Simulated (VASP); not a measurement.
# Cu (Fm-3m) in VASP: a series of runs, part 2 of 2

VASP 6.6.1. Earlier steps stand in the parts before.

## Step 3: Single point, HSE06

This run uses another cell than the first one, of 11.00 Å³/atom.

Input file POSCAR:

```
Cu
1.0
    0.0000000000      1.7652487196      1.7652487196
    1.7652487196      0.0000000000      1.7652487196
    1.7652487196      1.7652487196      0.0000000000
Cu
1
Direct
    0.0000000000      0.0000000000      0.0000000000
```

Input file INCAR.step1:

```
ALGO = Normal ; EDIFF = 1E-5
ENCUT = 610 ; GGA = PE
GGA_COMPAT = False ; ISIF = 2
ISMEAR = -1 ; LASPH = True
LREAL = False ; LWAVE = True
NBANDS = 16 ; NELM = 120
PREC = Accurate ; SIGMA = 0.1
```

Input file INCAR.step2:

```
ALGO = Normal ; EDIFF = 1E-6
ENCUT = 610 ; GGA = PE
GGA_COMPAT = False ; HFSCREEN = 0.2079
ISIF = 2 ; ISMEAR = -1
ISTART = 1 ; LASPH = True
LCHARG = True ; LELF = True
LHFCALC = True ; LREAL = False
LVHAR = True ; LWAVE = False
NBANDS = 16 ; NELM = 120
PREC = Accurate ; PRECFOCK = Normal
SIGMA = 0.1
```

Input file KPOINTS:

```
k-points
0
Gamma
  6 6 6
```

Potentials or basis: VASP PAW PBE potentials, release 64 (Cu_sv_GW).

Run with:

```
$ cat potpaw_PBE.64/Cu_sv_GW/POTCAR > POTCAR
$ cp INCAR.step1 INCAR
$ mpirun -np 1 vasp_std > vasp.out
$ cp INCAR.step2 INCAR
$ mpirun -np 1 vasp_std > vasp.out
```

OUTCAR:

```text
EDIFF = 1E-6
   ENCUT = 610
   GGA = PE
   HFSCREEN = 0.2079
   ISIF = 2
   ISMEAR = -1
   ISTART = 1
   LASPH = True
   LHFCALC = True
   LREAL = False
   NELM = 120
   PREC = Accurate
   PRECFOCK = Normal

 ion  position               nearest neighbor table
   1  0.000  0.000  0.000-

  LATTYP: Found a face centered cubic cell.
 ALAT       =     3.5304974392

  Lattice vectors:

 A1 = (   0.0000000000,   1.7652487196,   1.7652487196)
 A2 = (   1.7652487196,   0.0000000000,   1.7652487196)
 A3 = (   1.7652487196,   1.7652487196,   0.0000000000)

Analysis of symmetry for initial positions (statically):
=====================================================================
 Subroutine PRICEL returns:
 Original cell was already a primitive cell.

 Routine SETGRP: Setting up the symmetry group for a
 face centered cubic supercell.

 Subroutine GETGRP returns: Found 48 space group operations
 (whereof 48 operations were pure point group operations)
 out of a pool of 48 trial point group operations.
[... 153 lines left out ...]
  ext. energy  EPLUGINS =         0.00000000
  ---------------------------------------------------
  free energy    TOTEN  =        -3.56440547 eV

  energy without entropy =       -3.54876885  energy(sigma->0) =       -3.55658716

 E-fermi :   7.9517     XC(G=0): -11.1141

 val. band max:        7.8985467350   @ k =   0.5000   0.3333   0.1667
 cond. band min:       8.6385035374   @ k =   0.5000   0.1667   0.0000
 fundamental gap:      0.7399568024
 Fermi energy:         7.9517296894

 k-point     1 :       0.0000    0.0000    0.0000
  band No.  band energies     occupation
      1    -110.4390      2.00000
      2     -66.1704      2.00000
      3     -66.1704      2.00000
      4     -66.1704      2.00000
      5      -2.7600      2.00000
      6       3.5188      2.00000
[... 281 lines left out ...]
      3     -66.2631      2.00000
      4     -66.2405      2.00000
      5       1.9290      2.00000
      6       2.3544      2.00000
[... 8 lines left out ...]
     15      37.4887      0.00000
     16      44.4901      0.00000

------------------------ aborting loop because EDIFF is reached ----------------------------------------

  FORCE on cell =-STRESS in cart. coord.  units (eV):
  Direction    XX          YY          ZZ          XY          YZ          ZX
  --------------------------------------------------------------------------------------
  -------------------------------------------------------------------------------------
  Total        0.6268730      0.6268730      0.6268730      0.0000000      0.0000000     -0.0000000
  in kB       91.2940423     91.2940423     91.2940423      0.0000000      0.0000000     -0.0000000
  external PRESSURE =      91.2940423 kB  Pullay stress =       0.0000000 kB

 VOLUME and BASIS-vectors are now :
 -----------------------------------------------------------------------------
  energy-cutoff  :      610.00
  volume of cell :       11.00
      direct lattice vectors                 reciprocal lattice vectors
     0.000000000  1.765248720  1.765248720    -0.283246205  0.283246205  0.283246205
     1.765248720  0.000000000  1.765248720     0.283246205 -0.283246205  0.283246205
     1.765248720  1.765248720  0.000000000     0.283246205  0.283246205 -0.283246205

 POSITION                                       TOTAL-FORCE (eV/Angst)
 -----------------------------------------------------------------------------------
      0.00000      0.00000      0.00000        -0.000000      0.000000      0.000000
 -----------------------------------------------------------------------------------
    total drift:                               -0.000001     -0.000001      0.000001

  FREE ENERGIE OF THE ION-ELECTRON SYSTEM (eV)
  ---------------------------------------------------
  free  energy   TOTEN  =        -3.5644054739 eV

  energy  without entropy=       -3.5487688463  energy(sigma->0) =       -3.55658716
```

OSZICAR.step1:

```text
N       E                     dE             d eps       ncg     rms          rms(c)
DAV:   1     0.187027945206E+03    0.18703E+03   -0.13046E+04   720   0.396E+03
DAV:   2     0.150635562928E+01   -0.18552E+03   -0.17842E+03   792   0.894E+02
DAV:   3    -0.447321142891E+01   -0.59796E+01   -0.59718E+01   680   0.138E+02
DAV:   4    -0.453495736602E+01   -0.61746E-01   -0.61737E-01   728   0.102E+01
DAV:   5    -0.453829084490E+01   -0.33335E-02   -0.33334E-02   728   0.314E+00    0.849E+00
DAV:   6    -0.422181220042E+01    0.31648E+00   -0.53090E+00   696   0.179E+02    0.527E+00
DAV:   7    -0.370978690763E+01    0.51203E+00   -0.17003E+00   560   0.971E+01    0.176E+00
DAV:   8    -0.369168862144E+01    0.18098E-01   -0.25939E-02   824   0.386E+00    0.305E-01
DAV:   9    -0.369134356101E+01    0.34506E-03   -0.20215E-03   752   0.314E+00    0.813E-02
DAV:  10    -0.369127853322E+01    0.65028E-04   -0.11264E-04   856   0.741E-01    0.856E-03
DAV:  11    -0.369127782377E+01    0.70945E-06   -0.55214E-07   400   0.346E-02
   1 F= -.36912778E+01 E0= -.36819516E+01  d E =-.186524E-01
```

It took 14 min on 1 thread of AMD EPYC 9R45 (Zen 5), shared host; peak memory 0.21 GiB.

What came out:

| Item | Value |
| --- | --- |
| Free energy | -3.5644 eV |
| Pressure | 9.1 GPa |
| Band gap on the k mesh | zero (an odd number of electrons rules out a gap without spin polarisation) |

Levels at points of the mesh, in eV from the Fermi level:
```csv
k point,band 8,band 9,band 10,band 11,band 12,band 13
"(0.00, 0.00, 0.00)",-4.43,-3.51,-3.51,24.62,28.18,28.18
"(0.50, 0.00, 0.00)",-2.69,-2.69,-1.00,5.13,23.01,25.12
"(0.50, 0.50, 0.00)",-2.46,-2.46,2.15,8.89,15.16,15.16
```

Caveat: the k points lie up to 0.51 Å⁻¹ apart, too coarse for converged energies and pressures of a metal; the PAW data sets were made with another functional, which shifts forces and pressure a little.

## Step 4: Single point, HSE06

This run uses another cell than the first one, of 12.44 Å³/atom.

Input file POSCAR:

```
Cu
1.0
    0.0000000000      1.8388843179      1.8388843179
    1.8388843179      0.0000000000      1.8388843179
    1.8388843179      1.8388843179      0.0000000000
Cu
1
Direct
    0.0000000000      0.0000000000      0.0000000000
```

Input file INCAR.step1:

```
SYSTEM = Cu
  PREC = Accurate
  ENCUT = 610
  EDIFF = 1E-5
  ISMEAR = -1
  SIGMA = 0.1
  LREAL = .False.
  LASPH = .True.
  NELM = 120
  ALGO = Normal
  ISIF = 2
  LWAVE = .True.
  LCHARG = .False.
  GGA = PE
  NBANDS = 16
  GGA_COMPAT = .False.
```

Input file INCAR.step2:

```
SYSTEM = Cu
  PREC = Accurate
  ENCUT = 610
  EDIFF = 1E-6
  ISMEAR = -1
  SIGMA = 0.1
  LREAL = .False.
  LASPH = .True.
  NELM = 120
  ALGO = Normal
  ISIF = 2
  LWAVE = .False.
  LCHARG = .False.
  GGA = PE
  LHFCALC = .True.
  HFSCREEN = 0.2079
  PRECFOCK = Normal
  ISTART = 1
  NBANDS = 16
  GGA_COMPAT = .False.
```

Input file KPOINTS:

```
Automatic mesh
0
Gamma
  6 6 6
  0 0 0
```

Run with:

```
$ cat potpaw_PBE.64/Cu_sv_GW/POTCAR > POTCAR
$ cp INCAR.step1 INCAR
$ mpirun -np 1 vasp_std > vasp.out
$ cp INCAR.step2 INCAR
$ mpirun -np 1 vasp_std > vasp.out
```

Run time: 25 min. Hardware: 1 thread of Intel Xeon Platinum 8259CL at 2.50GHz (Skylake/Cascade Lake), shared host; peak memory 0.25 GiB.

Results (log left out):

```yaml
Free_energy: -3.6059 eV
Pressure: -8.5 GPa
Band_gap_on_the_k_mesh: zero (an odd number of electrons rules out a gap without spin polarisation)
```

Levels at points of the mesh, in eV from the Fermi level:
```
           k point  band 6  band 7  band 8  band 9  band 10  band 11  band 12  band 13  band 14  band 15
(0.00, 0.00, 0.00)   -3.97   -3.97   -3.97   -3.21    -3.21    23.61    26.26    26.26    26.26    28.82
(0.50, 0.00, 0.00)   -4.03   -4.03   -2.52   -2.52    -0.54     4.49    22.06    23.19    23.19    26.15
(0.50, 0.50, 0.00)   -5.35   -2.63   -2.33   -2.33     2.29     8.02    14.20    14.20    18.74    21.29
```

Caveat: the k points lie up to 0.49 Å⁻¹ apart, too coarse for converged energies and pressures of a metal; the PAW data sets were made with another functional, which shifts forces and pressure a little.

## Step 5: Overview

| cell | gap on the mesh (eV) | pressure (GPa) |
| --- | --- | --- |
| a = 2.575 Å, angles 60.0°, 1 atom | none | -5.2 |
| a = 2.496 Å, angles 60.0°, 1 atom | none | 9.1 |
| a = 2.601 Å, angles 60.0°, 1 atom | none | -8.5 |

Alike in all rows: task single point; level HSE06; potentials or basis VASP PAW PBE potentials, release 64 (Cu_sv_GW); no spin polarisation; k mesh 6 × 6 × 6; cutoff (eV) 610; smearing fermi-dirac 0.1 eV.

Caveats: all runs use coarse meshes; the PAW data sets were made with another functional, which shifts forces and pressure a little.

Absolute energies hang on the potentials; compare differences alone.

The gap in the log of VASP goes by the Fermi energy; the results here count the filled bands.